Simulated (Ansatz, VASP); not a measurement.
# Pb in VASP and in Ansatz

File INCAR:

```
SYSTEM = Pb
PREC = Accurate
ENCUT = 520
EDIFF = 1E-7
ISMEAR = -1
SIGMA = 0.1
LREAL = .FALSE.
LASPH = .TRUE.
NELM = 60
ALGO = Normal
ISIF = 2
LWAVE = .FALSE.
LCHARG = .FALSE.
NBANDS = 28
```

File KPOINTS:

```
regular mesh
0
G
  8 8 11
  0 0 0
```

Contents of POSCAR:

```
Pb
1.0
    5.5736471199      0.0000000000      0.0000000000
   -2.7868235600      4.8269199976      0.0000000000
    0.0000000000      0.0000000000      3.3863080390
Pb
3
Direct
    0.0000000000      1.0000000000      0.0000000000
    0.3333333333      0.6666666667      0.5000000000
    0.6666666667      0.3333333333      0.5000000000
```

Input for Ansatz:

```yaml
crystal:
  lattice:
    - [5.5736471199, 0.0, 0.0]
    - [-2.78682356, 4.8269199976, 0.0]
    - [0.0, 0.0, 3.386308039]
  atoms:
    - { symbol: Pb, position: [0.0, 1.0, 0.0] }
    - { symbol: Pb, position: [0.3333333333, 0.6666666667, 0.5] }
    - { symbol: Pb, position: [0.6666666667, 0.3333333333, 0.5] }
hamiltonian:
  xc: lda
  pseudopotentials:
    kind: paw
    azcp:
      Pb: "pseudopotentials/Pb.paw.azcp"
basis:
  ecutwfc: 420
  fft_grid_basis: typed
kpoints:
  mp_grid: { grid: [8, 8, 11], shift: [0, 0, 0] }
magnetization:
  spin_polarized: false
scf:
  occupations: { method: fermi_dirac, width: 0.1 }
  lower_state_search: "off"
output:
  stress: true
```

Alike in both runs: task single point; functional LDA; k mesh 8 × 8 × 11; occupations fermi-dirac, width 0.1 eV; no spin polarisation.

|  | VASP | Ansatz |
| --- | --- | --- |
| version | VASP 6.6.1 | Ansatz 0.2.0 |
| potentials or method | VASP PAW LDA potentials, release 64 (Pb_d), cutoff 520 eV | plane waves (420 eV) with PAW, scalar-relativistic |
| valence electrons in the cell | 42 | 42 |

```csv
,VASP,Ansatz,Ansatz less VASP
pressure (GPa),-1.7,-1.8,-0.06
"traceless stress, the component that is largest in VASP (GPa)",-0.67,-0.65,+0.024
```

Ansatz warns that its potentials were made for another functional, while VASP's fit it. LDA's correlation is that of Perdew and Zunger in VASP and of Perdew and Wang (1992) in Ansatz.

Neither program's run includes spin-orbit coupling.
